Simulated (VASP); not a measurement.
**Ni: single point with LDA**

Crystal: Ni.

```xyz
1
Lattice="0.0000 1.7141 1.7141 1.7141 0.0000 1.7141 1.7141 1.7141 0.0000" Properties=species:S:1:pos:R:3 pbc="T T T"
Ni    0.0000    0.0000    0.0000
```

This cell differs from its parent crystal: volume scaled by 0.96.

```
Program                : VASP 6.6.1
Task                   : single point
Functional             : LDA
Potentials or basis    : VASP PAW LDA potentials, release 64 (Ni)
Cutoff                 : 520 eV
k mesh                 : 13 × 13 × 13
Occupations            : fermi-dirac, width 0.05 eV
Spin                   : collinear spin, ferromagnetic start
Starting moments       : [1.0] μB
Dipole correction      : no
Further INCAR settings : ALGO = Normal; EDIFF = 1e-07; NBANDS = 15
```

- Pressure: -1.0 GPa
- Net moment: 0.61 μB per cell
- Site moments: Ni +0.61 μB
- Valence electrons inside the program's atomic spheres: Ni 9.47

Levels at points of the mesh, in eV from the Fermi level:
Spin up:
| k point | band 1 | band 2 | band 3 | band 4 | band 5 | band 6 | band 7 | band 8 | band 9 | band 10 |
| --- | --- | --- | --- | --- | --- | --- | --- | --- | --- | --- |
| (0.00, 0.00, 0.00) | -9.53 | -2.56 | -2.56 | -2.56 | -1.27 | -1.27 | 24.42 | 28.80 | 28.80 | 28.80 |
Spin down:
```
           k point  band 2  band 3  band 4  band 5  band 6  band 7  band 8  band 9
(0.00, 0.00, 0.00)   -1.94   -1.94   -1.94   -0.70   -0.70   24.42   28.85   28.85
```

Run time: 16 s on 1 thread of Intel(R) Xeon(R) Platinum 8559C (Emerald Rapids), with other jobs on the host, peak memory 0.13 GiB.
